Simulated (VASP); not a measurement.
# PbSe (Pm-3m) in VASP: settings compared, part 2 of 2

VASP 6.6.1. Earlier steps stand in the parts before.

## Step 4: Single point, r2SCAN (strained)

Input file POSCAR:

```
PbSe
1.0
    3.8758269060      0.0000000000      0.0000000000
    0.0000000000      3.8758269060      0.0000000000
    0.0000000000      0.0000000000      3.8758269060
Pb Se
1 1
Direct
    0.0000000000      0.0000000000      0.0000000000
    0.5000000000      0.5000000000      0.5000000000
```

Input file INCAR.step1:

```
SYSTEM = PbSe
PREC = Accurate
ENCUT = 520
ISMEAR = 0
SIGMA = 0.1
LREAL = .False.
LASPH = .True.
NELM = 100
NBANDS = 17
GGA = PE
ALGO = Normal
EDIFF = 1E-4
LWAVE = .True.
LCHARG = .False.
```

Input file INCAR.step2:

```
SYSTEM = PbSe
PREC = Accurate
ENCUT = 520
EDIFF = 1E-6
ISMEAR = 0
SIGMA = 0.1
LREAL = .False.
LASPH = .True.
NELM = 100
ALGO = Normal
ISIF = 2
LWAVE = .False.
LCHARG = .False.
METAGGA = R2SCAN
LMIXTAU = .True.
NBANDS = 17
ISTART = 1
```

Input file KPOINTS:

```
Automatic mesh
0
Gamma
  12 12 12
  0 0 0
```

Potentials or basis: VASP PAW PBE potentials, release 64 (Pb_d, Se).

Command:

```bash
cat potpaw_PBE.64/Pb_d/POTCAR potpaw_PBE.64/Se/POTCAR > POTCAR
cp INCAR.step1 INCAR
mpirun -np 1 vasp_std > vasp.out
cp INCAR.step2 INCAR
mpirun -np 1 vasp_std > vasp.out
```

OUTCAR:

```text
SYSTEM = PbSe
   PREC = Accurate
   ENCUT = 520
   EDIFF = 1E-6
   ISMEAR = 0
   LREAL = .False.
   LASPH = .True.
   NELM = 100
   ISIF = 2
   METAGGA = R2SCAN
   ISTART = 1

 ion  position               nearest neighbor table
   1  0.000  0.000  0.000-   2 3.36   2 3.36   2 3.36   2 3.36   2 3.36   2 3.36   2 3.36   2 3.36

   2  0.500  0.500  0.500-   1 3.36   1 3.36   1 3.36   1 3.36   1 3.36   1 3.36   1 3.36   1 3.36

  LATTYP: Found a simple cubic cell.
 ALAT       =     3.8758269060

  Lattice vectors:

 A1 = (   3.8758269060,   0.0000000000,   0.0000000000)
 A2 = (   0.0000000000,   3.8758269060,   0.0000000000)
 A3 = (   0.0000000000,   0.0000000000,   3.8758269060)

Analysis of symmetry for initial positions (statically):
=====================================================================
 Subroutine PRICEL returns:
 Original cell was already a primitive cell.

 Routine SETGRP: Setting up the symmetry group for a
 simple cubic supercell.

 Subroutine GETGRP returns: Found 48 space group operations
 (whereof 48 operations were pure point group operations)
 out of a pool of 48 trial point group operations.

The static configuration has the point symmetry O_h .
[... 161 lines left out ...]

 E-fermi :   4.4607     XC(G=0): -10.0919

 val. band max:        4.4414969007   @ k =   0.5000   0.5000   0.0000
 cond. band min:       4.4627018385   @ k =   0.5000   0.5000   0.4167
 fundamental gap:      0.0212049378
 Fermi energy:         4.4607276551

 k-point     1 :       0.0000    0.0000    0.0000
  band No.  band energies     occupation
      1     -13.2329      2.00000
      2     -13.2329      2.00000
      3     -13.1102      2.00000
      4     -13.1102      2.00000
      5     -13.1102      2.00000
      6      -8.7783      2.00000
[... 457 lines left out ...]
      4     -13.1290      2.00000
      5     -13.1114      2.00000
      6      -7.5193      2.00000
[... 9 lines left out ...]
     16      14.3710      0.00000
     17      15.3665      0.00000

 [... further k-points ...]

------------------------ aborting loop because EDIFF is reached ----------------------------------------

  FORCE on cell =-STRESS in cart. coord.  units (eV):
  Direction    XX          YY          ZZ          XY          YZ          ZX
  --------------------------------------------------------------------------------------
  -------------------------------------------------------------------------------------
  Total       -1.4094770     -1.4094770     -1.4094770      0.0000000     -0.0000000      0.0000000
  in kB      -38.7860427    -38.7860427    -38.7860427      0.0000000     -0.0000000      0.0000000
  external PRESSURE =     -38.7860427 kB  Pullay stress =       0.0000000 kB

 VOLUME and BASIS-vectors are now :
 -----------------------------------------------------------------------------
  energy-cutoff  :      520.00
  volume of cell :       58.22
      direct lattice vectors                 reciprocal lattice vectors
     3.875826906  0.000000000  0.000000000     0.258009458  0.000000000  0.000000000
     0.000000000  3.875826906  0.000000000     0.000000000  0.258009458  0.000000000
     0.000000000  0.000000000  3.875826906     0.000000000  0.000000000  0.258009458

 POSITION                                       TOTAL-FORCE (eV/Angst)
 -----------------------------------------------------------------------------------
      0.00000      0.00000      0.00000         0.000000      0.000000      0.000000
      1.93791      1.93791      1.93791         0.000000      0.000000      0.000000
 -----------------------------------------------------------------------------------
    total drift:                               -0.000000     -0.000000     -0.000000

  FREE ENERGIE OF THE ION-ELECTRON SYSTEM (eV)
  ---------------------------------------------------
  free  energy   TOTEN  =       -71.3547179390 eV

  energy  without entropy=      -71.3524032226  energy(sigma->0) =      -71.35356058
```

OSZICAR.step1:

```text
N       E                     dE             d eps       ncg     rms          rms(c)
DAV:   1     0.155641967863E+03    0.15564E+03   -0.95217E+03  2880   0.119E+03
DAV:   2     0.382650938556E+01   -0.15182E+03   -0.14677E+03  2993   0.306E+02
DAV:   3    -0.791156273352E+01   -0.11738E+02   -0.11508E+02  3730   0.886E+01
DAV:   4    -0.819310925360E+01   -0.28155E+00   -0.28124E+00  3521   0.152E+01
DAV:   5    -0.820157665121E+01   -0.84674E-02   -0.84670E-02  4063   0.262E+00    0.287E+00
DAV:   6    -0.768950767268E+01    0.51207E+00   -0.12735E+00  4114   0.688E+00    0.142E+00
DAV:   7    -0.768328565377E+01    0.62220E-02   -0.12464E-01  3211   0.161E+00    0.851E-01
DAV:   8    -0.768321338195E+01    0.72272E-04   -0.22827E-02  3562   0.136E+00    0.240E-01
DAV:   9    -0.768172519715E+01    0.14882E-02   -0.10253E-02  3911   0.658E-01    0.837E-02
DAV:  10    -0.768168941816E+01    0.35779E-04   -0.12776E-03  3706   0.204E-01    0.354E-02
DAV:  11    -0.768166397213E+01    0.25446E-04   -0.18665E-04  1894   0.778E-02
   1 F= -.76816640E+01 E0= -.76798382E+01  d E =-.365163E-02
```

It took 7.8 min on 1 thread of AMD EPYC 7R13, shared host; peak memory 0.2 GiB.

What came out:

```yaml
Free_energy: -71.3547 eV
Pressure: -3.9 GPa
Band_gap_on_the_k_mesh: zero (bands 10 and 11 overlap by 0.25 eV)
```

Caveat: the cell differs from its parent crystal (strained); the cell stands under tension; semilocal functionals underestimate gaps, and a narrow one can read as zero; the PAW data sets were made with another functional, which shifts forces and pressure a little; spin-orbit coupling is left out, which moves the levels of the heavy elements.

## Step 5: Single point, r2SCAN (strained)

Input file POSCAR:

```
PbSe
1.0
    3.8973596981      0.0000000000      0.0000000000
    0.0000000000      3.8973596981      0.0000000000
    0.0000000000      0.0000000000      3.8973596981
Pb Se
1 1
Direct
    0.0000000000      0.0000000000      0.0000000000
    0.5000000000      0.5000000000      0.5000000000
```

INCAR.step1 is that of step 4.

INCAR.step2, as its differences from that of step 4:

```diff
@@ -3,3 +3,3 @@
 ENCUT = 520
-EDIFF = 1E-6
+EDIFF = 1E-7
 ISMEAR = 0
```

Input file KPOINTS:

```
regular mesh
0
Gamma
  12 12 12
  0 0 0
```

Potentials or basis: VASP PAW PBE potentials, release 64 (Pb_d, Se).

Command:

```bash
cat potpaw_PBE.64/Pb_d/POTCAR potpaw_PBE.64/Se/POTCAR > POTCAR
cp INCAR.step1 INCAR
mpirun -np 1 vasp_std > vasp.out
cp INCAR.step2 INCAR
mpirun -np 1 vasp_std > vasp.out
```

OUTCAR:

```text
SYSTEM = PbSe
   PREC = Accurate
   ENCUT = 520
   EDIFF = 1E-7
   ISMEAR = 0
   LREAL = .False.
   LASPH = .True.
   NELM = 100
   ISIF = 2
   METAGGA = R2SCAN
   ISTART = 1

 ion  position               nearest neighbor table
   1  0.000  0.000  0.000-   2 3.38   2 3.38   2 3.38   2 3.38   2 3.38   2 3.38   2 3.38   2 3.38

   2  0.500  0.500  0.500-   1 3.38   1 3.38   1 3.38   1 3.38   1 3.38   1 3.38   1 3.38   1 3.38

  LATTYP: Found a simple cubic cell.
 ALAT       =     3.8973596981

  Lattice vectors:
[... 670 lines left out ...]

  FORCE on cell =-STRESS in cart. coord.  units (eV):
  Direction    XX          YY          ZZ          XY          YZ          ZX
  --------------------------------------------------------------------------------------
  -------------------------------------------------------------------------------------
  Total       -1.6519191     -1.6519191     -1.6519191     -0.0000000      0.0000000      0.0000000
  in kB      -44.7082733    -44.7082733    -44.7082733     -0.0000000      0.0000000      0.0000000
  external PRESSURE =     -44.7082733 kB  Pullay stress =       0.0000000 kB

 VOLUME and BASIS-vectors are now :
 -----------------------------------------------------------------------------
  energy-cutoff  :      520.00
  volume of cell :       59.20
      direct lattice vectors                 reciprocal lattice vectors
     3.897359698  0.000000000  0.000000000     0.256583964  0.000000000  0.000000000
     0.000000000  3.897359698  0.000000000     0.000000000  0.256583964  0.000000000
     0.000000000  0.000000000  3.897359698     0.000000000  0.000000000  0.256583964

 POSITION                                       TOTAL-FORCE (eV/Angst)
 -----------------------------------------------------------------------------------
      0.00000      0.00000      0.00000         0.000000      0.000000      0.000000
      1.94868      1.94868      1.94868         0.000000      0.000000      0.000000
 -----------------------------------------------------------------------------------
    total drift:                               -0.000000     -0.000000     -0.000000

  FREE ENERGIE OF THE ION-ELECTRON SYSTEM (eV)
  ---------------------------------------------------
  free  energy   TOTEN  =       -71.3295487660 eV

  energy  without entropy=      -71.3273542885  energy(sigma->0) =      -71.32845153
```

OSZICAR.step1:

```text
N       E                     dE             d eps       ncg     rms          rms(c)
DAV:   1     0.154327342303E+03    0.15433E+03   -0.94852E+03  2873   0.119E+03
DAV:   2     0.351779523228E+01   -0.15081E+03   -0.14562E+03  3011   0.302E+02
DAV:   3    -0.791772557803E+01   -0.11436E+02   -0.11198E+02  3691   0.880E+01
DAV:   4    -0.819039116089E+01   -0.27267E+00   -0.27238E+00  3513   0.150E+01
DAV:   5    -0.819908579674E+01   -0.86946E-02   -0.86942E-02  3978   0.268E+00    0.288E+00
DAV:   6    -0.766983731997E+01    0.52925E+00   -0.13296E+00  4117   0.686E+00    0.140E+00
DAV:   7    -0.766364556078E+01    0.61918E-02   -0.12595E-01  3225   0.160E+00    0.849E-01
DAV:   8    -0.766356724120E+01    0.78320E-04   -0.24493E-02  3529   0.138E+00    0.257E-01
DAV:   9    -0.766191189556E+01    0.16553E-02   -0.10619E-02  3861   0.653E-01    0.869E-02
DAV:  10    -0.766191829535E+01   -0.63998E-05   -0.12753E-03  3686   0.199E-01    0.388E-02
DAV:  11    -0.766188109907E+01    0.37196E-04   -0.22017E-04  1965   0.815E-02
   1 F= -.76618811E+01 E0= -.76601616E+01  d E =-.343905E-02
```

It took 7.1 min on 1 thread of AMD EPYC 7R13, shared host; peak memory 0.2 GiB.

What came out:

* Free energy: -71.3295 eV
* Pressure: -4.5 GPa
* Band gap on the k mesh: zero (bands 10 and 11 overlap by 0.20 eV)

Caveat: the cell differs from its parent crystal (strained); the cell stands under tension; semilocal functionals underestimate gaps, and a narrow one can read as zero; the PAW data sets were made with another functional, which shifts forces and pressure a little; spin-orbit coupling is left out, which moves the levels of the heavy elements.

## Step 6: Overview

```csv
level,cell,gap on the mesh (eV),pressure (GPa)
PBEsol,"a = 3.682 Å, 2 atoms",none,0.9
PBEsol,"a = 3.869 Å, 2 atoms",none,-5.5
r2SCAN,"a = 3.876 Å, 2 atoms",none,-3.9
r2SCAN,"a = 3.897 Å, 2 atoms",none,-4.5
```

Alike in all rows: task single point; potentials or basis VASP PAW PBE potentials, release 64 (Pb_d, Se); no spin polarisation; k mesh 12 × 12 × 12; cutoff (eV) 520; smearing gaussian 0.1 eV.

Caveats: the PAW data sets were made with another functional, which shifts forces and pressure a little; spin-orbit coupling is left out, which moves the levels of the heavy elements; the cell stands under tension (at least some runs); semilocal functionals underestimate gaps, and a narrow one can read as zero (at least some runs).

Absolute energies hang on the potentials; compare differences alone.

The gap in the log of VASP goes by the Fermi energy; the results here count the filled bands.